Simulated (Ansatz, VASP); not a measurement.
One calculation of Rh, two programs

```
CELL_PARAMETERS angstrom
2.65726 0.00000 0.00000
-1.32863 2.30125 0.00000
0.00000 0.00000 8.43580
ATOMIC_POSITIONS crystal
Rh 0.00000 0.00000 0.00000
Rh 0.33333 0.66667 0.25000
Rh 0.00000 0.00000 0.50000
Rh 0.66667 0.33333 0.75000
```

Alike in both runs: task single point; functional LDA; k mesh 18 × 18 × 6; occupations gaussian, width 0.15 eV; no spin polarisation.

|  | VASP | Ansatz |
| --- | --- | --- |
| version | VASP 6.6.1 | Ansatz 0.2.0 |
| potentials or method | VASP PAW LDA potentials, release 64 (Rh_pv), cutoff 520 eV | scalar-relativistic, plane waves, PAW |
| valence electrons in the cell | 60 | 68 |

```csv
,VASP,Ansatz,Ansatz less VASP
gap on the k mesh at the Fermi level (eV),none,none,-
pressure (GPa),10.4,9.6,-0.78
"traceless stress, the component that is largest in VASP (GPa)",7.70,7.69,-0.017
```

Ansatz warns that its potentials were made for another functional, while VASP's fit it. LDA's correlation is that of Perdew and Zunger in VASP and of Perdew and Wang (1992) in Ansatz. A gap of «none» marks a metal or a gap that the smearing closes. VASP's potentials hold 60 valence electrons a cell and Ansatz's 68, so a difference there can come from the potentials and not from the codes.
